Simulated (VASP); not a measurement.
# C in VASP: a series of runs

C is run at these levels: PBE+D3(BJ); tasks: single point, relaxation of cell and atoms.

Program: VASP 6.6.1. These are calculated values, not measurements. Logs are shortened: lines on timing, memory, paths and dates and some standing lists are left out, and cuts for length are marked.

### Step 1. The cell of the first run

The structure is orthorhombic, space group Fmmm (No. 69). The conventional cell has a = 2.466 Å, b = 4.268 Å, c = 6.799 Å, α = 90.00°, β = 90.00°, γ = 90.00°. C (site symmetry m2m) has 3 C at 1.42 Å within 1.9 Å.

### Step 2. Single point, PBE+D3(BJ)

Input file INCAR:

```
PREC     = Accurate       # precision mode
ENCUT    = 520            # plane-wave cutoff, eV
EDIFF    = 1E-6           # SCF threshold, eV
ISMEAR   = 0              # smearing method
SIGMA    = 0.15           # smearing width, eV
LREAL    = False          # projectors in reciprocal space
LASPH    = True           # aspherical terms in the spheres
NELM     = 100            # most SCF steps
ALGO     = Normal         # electronic algorithm
ISIF     = 2              # what is computed and relaxed
LWAVE    = False          # write WAVECAR
LCHARG   = True           # write CHGCAR
GGA      = PE             # functional
IVDW     = 12             # dispersion correction
LELF     = True           # ELF
LVHAR    = True         
NBANDS   = 16             # bands
```

Input file KPOINTS:

```
Automatic mesh
0
Gamma
  24 24 8
```

Input file POSCAR:

```
C
1.0
    1.2327689981     -2.1341461166      0.0000000000
    1.2327689981      2.1341461166      0.0000000000
    0.0000000000      0.0000000000      6.7989836842
C
4
Direct
    0.0833101797      0.9166898203      0.7499969754
    0.5833101797      0.4166898203      0.2500030246
    0.9166898203      0.0833101797      0.2500030246
    0.4166898203      0.5833101797      0.7499969754
```

Potentials or basis: VASP PAW PBE potentials, release 64 (C).

On the command line:

```bash
> cat potpaw_PBE.64/C/POTCAR > POTCAR
> mpirun -np 1 vasp_std > vasp.out
```

OUTCAR:

```text
PREC = Accurate
   ENCUT = 520
   EDIFF = 1E-6
   ISMEAR = 0
   LREAL = False
   LASPH = True
   NELM = 100
   ISIF = 2
   GGA = PE
   IVDW = 12
 IVDW          = 12

 ion  position               nearest neighbor table
   1  0.083  0.917  0.750-   4 1.42   4 1.42   4 1.42
   2  0.583  0.417  0.250-   3 1.42   3 1.42   3 1.42
   3  0.917  0.083  0.250-   2 1.42   2 1.42   2 1.42
   4  0.417  0.583  0.750-   1 1.42   1 1.42   1 1.42

  LATTYP: Found a base centered orthorhombic cell.
 ALAT       =     2.4655379962
 B/A-ratio  =     1.7311808781
 C/A-ratio  =     2.7576065324

  Lattice vectors:

 A1 = (   1.2327689981,  -2.1341461166,   0.0000000000)
 A2 = (   1.2327689981,   2.1341461166,   0.0000000000)
 A3 = (   0.0000000000,   0.0000000000,   6.7989836842)

Analysis of symmetry for initial positions (statically):
=====================================================================
 Subroutine PRICEL returns:
 Original cell was already a primitive cell.

 Routine SETGRP: Setting up the symmetry group for a
 base centered orthorhombic supercell.

 Subroutine GETGRP returns: Found  8 space group operations
 (whereof  4 operations were pure point group operations)
 out of a pool of  8 trial point group operations.

The static configuration has the point symmetry C_2h.
 The point group associated with its full space group is D_2h.

Analysis of symmetry for dynamics (positions and initial velocities):
=====================================================================
 Subroutine PRICEL returns:
 Original cell was already a primitive cell.

 Routine SETGRP: Setting up the symmetry group for a
 base centered orthorhombic supercell.

 Subroutine GETGRP returns: Found  8 space group operations
 (whereof  4 operations were pure point group operations)
 out of a pool of  8 trial point group operations.

The dynamic configuration has the point symmetry C_2h.
 The point group associated with its full space group is D_2h.

 Subroutine INISYM returns: Found  8 space group operations
 (whereof  4 operations are pure point group operations),
 and found     1 'primitive' translations

----------------------------------------------------------------------------------------

                                     Primitive cell

  volume of cell :      35.7750

  direct lattice vectors                    reciprocal lattice vectors
     1.232768998 -2.134146117  0.000000000     0.405590991 -0.234285739  0.000000000
     1.232768998  2.134146117  0.000000000     0.405590991  0.234285739  0.000000000
     0.000000000  0.000000000  6.798983684     0.000000000  0.000000000  0.147080806

  length of vectors
     2.464609310  2.464609310  6.798983684     0.468394983  0.468394983  0.147080806

  position of ions in fractional coordinates (direct lattice)
     0.083310180  0.916689820  0.749996975
     0.583310180  0.416689820  0.250003025
     0.916689820  0.083310180  0.250003025
     0.416689820  0.583310180  0.749996975

  ion indices of the primitive-cell ions
   primitive index   ion index
                 1           1
                 2           2
                 3           3
                 4           4

----------------------------------------------------------------------------------------

 KPOINTS: Automatic mesh

Automatic generation of k-mesh.
 Grid dimensions read from file:
 generate k-points for:   24   24    8

 Generating k-lattice:

  Cartesian coordinates                     Fractional coordinates (reciprocal lattice)
     0.016899625 -0.009761906  0.000000000     0.041666667  0.000000000  0.000000000
     0.016899625  0.009761906  0.000000000     0.000000000  0.041666667  0.000000000
     0.000000000  0.000000000  0.018385101     0.000000000  0.000000000  0.125000000

  Length of vectors
     0.019516458  0.019516458  0.018385101

  Shift w.r.t. Gamma in fractional coordinates (k-lattice)
     0.000000000  0.000000000  0.000000000

 Subroutine IBZKPT returns following result:
 ===========================================

 Found    785 irreducible k-points:

 Following reciprocal coordinates:
            Coordinates               Weight
  0.000000  0.000000  0.000000      1.000000
  0.041667 -0.000000  0.000000      4.000000
  0.083333 -0.000000  0.000000      4.000000
  0.125000  0.000000  0.000000      4.000000
  0.166667  0.000000  0.000000      4.000000
  0.208333 -0.000000  0.000000      4.000000
[... 16 lines left out ...]
  0.416667  0.041667  0.000000      4.000000
  0.458333  0.041667  0.000000      4.000000
 [... further k-points ...]
   k-points           NKPTS =    785   k-points in BZ     NKDIM =    785   number of bands    NBANDS=     16
   number of dos      NEDOS =    301   number of ions     NIONS =      4
   total plane-waves  NPLWV =  17496
   dimension x,y,z NGX =    18 NGY =   18 NGZ =   54
   dimension x,y,z NGXF=    36 NGYF=   36 NGZF=  108
   ions per type =               4
   NGX,Y,Z   is equivalent  to a cutoff of  12.14, 12.14, 13.20 a.u.
   NGXF,Y,Z  is equivalent  to a cutoff of  24.28, 24.28, 26.41 a.u.
 SYSTEM =  unknown system
   PREC   = accura    normal or accurate (medium, high low for compatibility)
   ISTART =      0    job   : 0-new  1-cont  2-samecut
   ICHARG =      2    charge: 1-file 2-atom 10-const
   ISPIN  =      1    spin polarized calculation?
   LNONCOLLINEAR =      F non collinear calculations
   LSORBIT =      F    spin-orbit coupling
   LASPH  =      T    aspherical Exc in radial PAW
   ENCUT  =  520.0 eV  38.22 Ry    6.18 a.u.   4.58  4.58 12.64*2*pi/ulx,y,z
   NELM   =    100;   NELMIN=  2; NELMDL= -5     # of ELM steps
   EDIFF  = 0.1E-05   stopping-criterion for ELM
   LREAL  =      F    real-space projection
   EDIFFG = 0.1E-04   stopping-criterion for IOM
   NSW    =      0    number of steps for IOM
   IBRION =     -1    ionic relax: 0-MD 1-quasi-New 2-CG
   NFREE  =      0    steps in history (QN), initial steepest desc. (CG)
   ISIF   =      2    stress and relaxation
   ISYM   =      2    0-nonsym 1-usesym 2-fastsym
   POTIM  = 0.5000    time-step for ionic-motion
   TEBEG  =    0.0;   TEEND  =   0.0 temperature during run
   PSTRESS=    0.0 pullay stress
   NELECT =      16.0000    total number of electrons
   NUPDOWN=      -1.0000    fix difference up-down
   EMIN   =  10.00;   EMAX   =-10.00  energy-range for DOS
   EFERMI =   0.00;   METHOD = LEGACY
   ISMEAR =     0;   SIGMA  =   0.15  broadening in eV -4-tet -1-fermi 0-gaus
   EFERMI_NEDOS =   21; number of points for ismear=-14 and -15
   IALGO  =     38    algorithm
   IMIX   =      4    mixing-type and parameters
     AMIX     =   0.40;   BMIX     =  1.00
     AMIX_MAG =   1.60;   BMIX_MAG =  1.00
  volume/ion in A,a.u.               =       8.94        60.36
  Fermi-wavevector in a.u.,A,eV,Ry     =   1.251954  2.365849 21.325603  1.567388
  Thomas-Fermi vector in A             =   2.385877
   LORBIT       =      0    0 simple, 1 ext, 2 COOP (PROOUT), +10 PAW based schemes
   GGA     = PE    functional components
   LHFCALC =     F    Hartree Fock is set to
   AEXX    =    0.0000 exact exchange contribution
   IVDW    =    12    specifies the selected vdW correction
   LEPSILON=     F    determine dielectric tensor
   LRPA    =     F    only Hartree local field effects (RPA)
 non-spin polarized calculation
 Gauss-broadening in eV      SIGMA  =   0.15
  energy-cutoff  :      520.00
  volume of cell :       35.78
 maximum number of plane-waves:       986
   NGX =  9   NGY =  9   NGZ = 25

 number of electron      15.9999998 magnetization

 Free energy of the ion-electron system (eV)
  ---------------------------------------------------
  ext. energy  EPLUGINS =         0.00000000
  ---------------------------------------------------
  free energy    TOTEN  =       -36.84945672 eV

  energy without entropy =      -36.84895121  energy(sigma->0) =      -36.84920397

 E-fermi :   4.5823     XC(G=0): -10.2307

 val. band max:        4.5681414225   @ k =   0.3333   0.3333   0.5000
 cond. band min:       4.6447308538   @ k =   0.3333   0.3333   0.3750
 fundamental gap:      0.0765894313
 Fermi energy:         4.5822774982

 k-point     1 :       0.0000    0.0000    0.0000
  band No.  band energies     occupation
      1     -15.0743      2.00000
      2     -14.8032      2.00000
      3      -3.8949      2.00000
      4      -2.0548      2.00000
      5       1.5358      2.00000
      6       1.5536      2.00000
[... 8 lines left out ...]
     15      15.9643      0.00000
     16      16.0947      0.00000

 k-point     2 :       0.0417   -0.0000    0.0000
  band No.  band energies     occupation
      1     -15.0329      2.00000
      2     -14.7625      2.00000
      3      -3.8446      2.00000
      4      -2.0076      2.00000
      5       1.3704      2.00000
      6       1.3958      2.00000
[... 8 lines left out ...]
     15      15.8104      0.00000
     16      15.9589      0.00000

 k-point     3 :       0.0833   -0.0000    0.0000
  band No.  band energies     occupation
      1     -14.9087      2.00000
      2     -14.6404      2.00000
      3      -3.6939      2.00000
      4      -1.8664      2.00000
      5       0.8848      2.00000
      6       0.9181      2.00000
[... 8 lines left out ...]
     15      15.3626      0.00000
     16      15.5650      0.00000

 k-point     4 :       0.1250    0.0000    0.0000
  band No.  band energies     occupation
      1     -14.7022      2.00000
      2     -14.4373      2.00000
      3      -3.4436      2.00000
      4      -1.6324      2.00000
      5       0.1470      2.00000
      6       0.1923      2.00000
[... 8 lines left out ...]
     15      14.9299      0.00000
     16      15.1826      0.00000
[... 324 lines left out ...]
 k-point    22 :       0.3750    0.0417    0.0000
  band No.  band energies     occupation
      1     -11.4018      2.00000
      2     -11.1940      2.00000
      3      -6.6896      2.00000
      4      -6.5475      2.00000
      5      -1.7186      2.00000
      6      -1.6959      2.00000
[... 8 lines left out ...]
     15      18.4703      0.00000
     16      19.9901      0.00000

 k-point    23 :       0.4167    0.0417    0.0000
  band No.  band energies     occupation
      1     -10.6421      2.00000
      2     -10.4534      2.00000
      3      -7.6821      2.00000
      4      -7.5326      2.00000
      5      -1.8804      2.00000
      6      -1.8573      2.00000
[... 8 lines left out ...]
     15      18.3196      0.00000
     16      19.4404      0.00000

 k-point    24 :       0.4583    0.0417    0.0000
  band No.  band energies     occupation
      1      -9.8985      2.00000
      2      -9.7725      2.00000
      3      -8.4972      2.00000
      4      -8.3836      2.00000
      5      -1.9620      2.00000
      6      -1.9388      2.00000
[... 8 lines left out ...]
     15      18.8291      0.00000
     16      18.9572      0.00000

 [... further k-points ...]

------------------------ aborting loop because EDIFF is reached ----------------------------------------

 Edisp (eV)   -0.61555

 E8    (eV) :    -0.1741

  FORCE on cell =-STRESS in cart. coord.  units (eV):
  Direction    XX          YY          ZZ          XY          YZ          ZX
  --------------------------------------------------------------------------------------
  -------------------------------------------------------------------------------------
  Total       0.15398     0.15312    -0.01878     0.00000     0.00000     0.00000
  in kB       6.89611     6.85731    -0.84117     0.00000     0.00000     0.00000
  external pressure =        4.30 kB  Pullay stress =        0.00 kB

 VOLUME and BASIS-vectors are now :
 -----------------------------------------------------------------------------
  energy-cutoff  :      520.00
  volume of cell :       35.78
      direct lattice vectors                 reciprocal lattice vectors
     1.232768998 -2.134146117  0.000000000     0.405590991 -0.234285739  0.000000000
     1.232768998  2.134146117  0.000000000     0.405590991  0.234285739  0.000000000
     0.000000000  0.000000000  6.798983684     0.000000000  0.000000000  0.147080806

 POSITION                                       TOTAL-FORCE (eV/Angst)
 -----------------------------------------------------------------------------------
      1.23277      1.77855      5.09922         0.000000     -0.001902      0.000013
      1.23277     -0.35559      1.69977         0.000000     -0.001902     -0.000013
      1.23277     -1.77855      1.69977         0.000000      0.001902     -0.000013
      1.23277      0.35559      5.09922         0.000000      0.001902      0.000013
 -----------------------------------------------------------------------------------
    total drift:                                0.000000      0.000000      0.000000

  FREE ENERGIE OF THE ION-ELECTRON SYSTEM (eV)
  ---------------------------------------------------
  free  energy   TOTEN  =       -37.4650049793 eV

  energy  without entropy=      -37.4644994705  energy(sigma->0) =      -37.46475222
```

Wall time 5.2 min (1 thread of Intel Xeon Platinum 8488C (Sapphire Rapids), shared host); peak memory 0.41 GiB.

Results:

```
Free energy                : -37.4650 eV
Pressure                   : 0.4 GPa
Band gap on the k mesh     : zero (filled and empty bands touch)
Dispersion energy per atom : -0.154 eV
```

Stress tensor (GPa, compression positive):
```
 0.69  0.00  0.00
 0.00  0.69  0.00
 0.00  0.00 -0.08
```

### Step 3. Single point, PBE+D3(BJ), collinear spin

This run uses another cell than the first one, of 9.37 Å³/atom.

Input file INCAR:

```
PREC = Accurate
ENCUT = 520
EDIFF = 1E-6
ISMEAR = 0
SIGMA = 0.1
LREAL = False
LASPH = True
NELM = 150
ALGO = Normal
ISIF = 2
LWAVE = False
LCHARG = True
ISPIN = 2
MAGMOM = 1 1 1 1
LORBIT = 11
GGA = PE
IVDW = 12
LELF = True
LVHAR = True
NBANDS = 20
```

Input file KPOINTS:

```
Automatic mesh
0
Gamma
  12 12 4
```

Input file POSCAR:

```
C
1.0
    1.2280479700     -2.1270618200      0.0000000000
    1.2280479700      2.1270618200      0.0000000000
    0.0000000000      0.0000000000      7.1732677600
C
4
Direct
    0.0833794600      0.9166205400      0.7531376000
    0.5833794600      0.4166205400      0.2468624000
    0.9166205400      0.0833794600      0.2468624000
    0.4166205400      0.5833794600      0.7531376000
```

Potentials or basis: VASP PAW PBE potentials, release 64 (C).

On the command line:

```bash
> cat potpaw_PBE.64/C/POTCAR > POTCAR
> mpirun -np 1 vasp_std > vasp.out
```

OUTCAR:

```text
PREC = Accurate
   ENCUT = 520
   EDIFF = 1E-6
   ISMEAR = 0
   LREAL = False
   LASPH = True
   NELM = 150
   ISIF = 2
   ISPIN = 2
   LORBIT = 11
   GGA = PE
   IVDW = 12
 IVDW          = 12

 ion  position               nearest neighbor table
   1  0.083  0.917  0.753-   4 1.42   4 1.42   4 1.42
   2  0.583  0.417  0.247-   3 1.42   3 1.42   3 1.42
   3  0.917  0.083  0.247-   2 1.42   2 1.42   2 1.42
   4  0.417  0.583  0.753-   1 1.42   1 1.42   1 1.42

  LATTYP: Found a hexagonal cell.
 ALAT       =     2.4561135566
 C/A-ratio  =     2.9205765918

  Lattice vectors:

 A1 = (   1.2280479700,  -2.1270618200,   0.0000000000)
 A2 = (   1.2280479700,   2.1270618200,   0.0000000000)
 A3 = (   0.0000000000,   0.0000000000,   7.1732677600)

Analysis of symmetry for initial positions (statically):
=====================================================================
 Subroutine PRICEL returns:
[... 1314 lines left out ...]

 Edisp (eV)   -0.57777

 E8    (eV) :    -0.1623

  FORCE on cell =-STRESS in cart. coord.  units (eV):
  Direction    XX          YY          ZZ          XY          YZ          ZX
  --------------------------------------------------------------------------------------
  -------------------------------------------------------------------------------------
  Total       1.27750     1.22637    -0.33797     0.00000     0.00000     0.00000
  in kB      54.61707    52.43113   -14.44920     0.00000     0.00000     0.00000
  external pressure =       30.87 kB  Pullay stress =        0.00 kB

 VOLUME and BASIS-vectors are now :
 -----------------------------------------------------------------------------
  energy-cutoff  :      520.00
  volume of cell :       37.48
      direct lattice vectors                 reciprocal lattice vectors
     1.228047970 -2.127061820  0.000000000     0.407150219 -0.235066041  0.000000000
     1.228047970  2.127061820  0.000000000     0.407150219  0.235066041  0.000000000
     0.000000000  0.000000000  7.173267760     0.000000000  0.000000000  0.139406479

 POSITION                                       TOTAL-FORCE (eV/Angst)
 -----------------------------------------------------------------------------------
      1.22805      1.77236      5.40246         0.000000      0.024171     -0.004879
      1.22805     -0.35471      1.77081         0.000000      0.024171      0.004879
      1.22805     -1.77236      1.77081         0.000000     -0.024171      0.004879
      1.22805      0.35471      5.40246         0.000000     -0.024171     -0.004879
 -----------------------------------------------------------------------------------
    total drift:                                0.000000     -0.000000      0.000000

  FREE ENERGIE OF THE ION-ELECTRON SYSTEM (eV)
  ---------------------------------------------------
  free  energy   TOTEN  =       -37.4448208712 eV

  energy  without entropy=      -37.4437846084  energy(sigma->0) =      -37.44430274

 total charge

# of ion       s       p       d       tot
------------------------------------------
    1        0.866   1.799   0.000   2.664
    2        0.866   1.799   0.000   2.664
    3        0.866   1.799   0.000   2.664
    4        0.866   1.799   0.000   2.664
--------------------------------------------------
tot          3.463   7.194   0.000  10.658

 magnetization (x)

# of ion       s       p       d       tot
------------------------------------------
    1        0.000   0.000   0.000   0.000
    2        0.000   0.000   0.000   0.000
    3        0.000   0.000   0.000   0.000
    4        0.000   0.000   0.000   0.000
--------------------------------------------------
tot          0.000   0.000   0.000   0.000
```

stdout:

```text
POSCAR found type information on POSCAR C
 POSCAR found :  1 types and       4 ions
 scaLAPACK will be used
 LDA part: xc-table for (Slater+PW92), standard interpolation
 POSCAR, INCAR and KPOINTS ok, starting setup
 FFT: planning ... GRIDC
 FFT: planning ... GRID_SOFT
 FFT: planning ... GRID
 WAVECAR not read
 entering main loop
```

Wall time 3.5 min (1 thread of Intel Xeon Platinum 8488C (Sapphire Rapids), shared host); peak memory 0.25 GiB.

Results:

| Item | Value |
| --- | --- |
| Free energy | -37.4448 eV |
| Pressure | 3.1 GPa |
| Largest force | 0.025 eV/Å |
| Net moment | 0.00 μB per cell |
| Valence electrons inside the program's atomic spheres | C 2.66 |
| Dispersion energy per atom | -0.144 eV |

Forces on the atoms (eV/Å):
```
C    0.000  0.024 -0.005
C    0.000  0.024  0.005
C    0.000 -0.024  0.005
C    0.000 -0.024 -0.005
```

Stress tensor (GPa, compression positive):
```
 5.46  0.00  0.00
 0.00  5.24  0.00
 0.00  0.00 -1.44
```

Caveat: the cell stands under pressure.

[end of part 1 of 2]
